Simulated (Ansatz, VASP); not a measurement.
# Al3BP4 in VASP and in Ansatz

```
Al B P
1.0
     3.39903    0.00000    0.00000
     0.00000    3.40326    0.00000
     0.00000    0.00000   12.34933
Al B P
3 1 4
Direct
  0.00000 0.00000 0.60776
  0.00000 0.00000 0.39224
  0.50000 0.00000 0.00000
  0.50000 0.50000 0.50000
  0.00000 0.50000 0.09012
  0.50000 0.50000 0.34526
  0.00000 0.50000 0.90988
  0.50000 0.50000 0.65474
```

Change from the starting cell: species swapped into the AlCr3B4 type (Pmmm, No. 47).

Alike in both runs: functional PBE; k mesh 5 × 5 × 2; occupations gaussian, width 0.2 eV; no spin polarisation.

Ansatz relaxed the structure, and its values are those at the end. VASP's run is a single point on that final structure, the one shown.

|  | VASP | Ansatz |
| --- | --- | --- |
| version | VASP 6.6.1 | Ansatz 0.2.0 |
| potentials or method | VASP PAW PBE potentials, release 64 (Al, B, P), cutoff 500 eV | scalar-relativistic, plane waves, PAW |
| valence electrons in the cell | 32 | 32 |

|  | VASP | Ansatz | Ansatz less VASP |
| --- | --- | --- | --- |
| gap on the k mesh at the Fermi level (eV) | none | none | - |
| pressure (GPa) | 0.0 | 0.1 | +0.16 |
| rms of the force components (eV/Å) | 0.009 | 0.016 | +0.0073 |

A gap of «none» marks a metal or a gap that the smearing closes. The functional is the same, so the differences come from potentials, cutoffs and numerics.

The k mesh is coarse, so the values compare programs but aren't converged.
